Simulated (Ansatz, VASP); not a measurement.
# Hf3Ta2O in VASP and in Ansatz

File INCAR:

```
SYSTEM = Hf3Ta2O
  PREC = Accurate
  ENCUT = 520
  EDIFF = 1E-7
  ISMEAR = 0
  SIGMA = 0.1
  LREAL = .False.
  LASPH = .True.
  NELM = 80
  ALGO = Normal
  ISIF = 2
  LWAVE = .False.
  LCHARG = .False.
  GGA = PE
  NBANDS = 38
```

The input KPOINTS:

```
regular mesh
0
Gamma
  6 6 2
  0 0 0
```

The input POSCAR:

```
Hf3Ta2O
1.0
    4.0956048100      0.0000000000      0.0000000000
   -2.0478024000      3.5468978100      0.0000000000
    0.0000000000      0.0000000000      7.5504896200
Hf Ta O
3 2 1
Direct
    0.0000000000      0.0000000000      0.7681613800
    0.0000000000      0.0000000000      0.2318386200
    0.0000000000      0.0000000000      0.5000000000
    0.3333333300      0.6666666700      0.5000000000
    0.6666666700      0.3333333300      0.5000000000
    0.0000000000      0.0000000000      0.0000000000
```

Input for Ansatz:

```yaml
crystal:
  lattice:
    - [4.09560481, 0.0, 0.0]
    - [-2.0478024, 3.54689781, 0.0]
    - [0.0, 0.0, 7.55048962]
  atoms:
    - { symbol: Hf, position: [0.0, 0.0, 0.76816138] }
    - { symbol: Hf, position: [0.0, 0.0, 0.23183862] }
    - { symbol: Hf, position: [0.0, 0.0, 0.5] }
    - { symbol: Ta, position: [0.33333333, 0.66666667, 0.5] }
    - { symbol: Ta, position: [0.66666667, 0.33333333, 0.5] }
    - { symbol: O, position: [0.0, 0.0, 0.0] }
basis:
  ecutwfc: 420
kpoints:
  mp_grid: { grid: [6, 6, 2] }
hamiltonian:
  xc: pbe
scf:
  occupations: { method: gaussian, width: 0.1 }
  lower_state_search: "off"
output:
  forces: true
  stress: true
  eigenvalues: true
```

Alike in both runs: task single point; functional PBE; k mesh 6 × 6 × 2; occupations gaussian, width 0.1 eV; no spin polarisation.

```csv
,VASP,Ansatz
version,VASP 6.6.1,Ansatz 0.2.0
potentials or method,"VASP PAW PBE potentials, release 64 (Hf_pv, Ta_pv, O), cutoff 520 eV","scalar-relativistic, plane waves, PAW"
valence electrons in the cell,58,110
```

```tsv
	VASP	Ansatz	Ansatz less VASP
gap on the k mesh at the Fermi level (eV)	none	none	-
rms of the force components (eV/Å)	1.812	1.975	+0.1634
```

Atom by atom the forces differ by 0.163 eV/Å (rms over components). A gap of «none» marks a metal or a gap that the smearing closes. VASP's potentials hold 58 valence electrons a cell and Ansatz's 110, so a difference there can come from the potentials and not from the codes.

The k mesh is coarse, so the values compare programs but aren't converged. Spin-orbit coupling is off throughout.
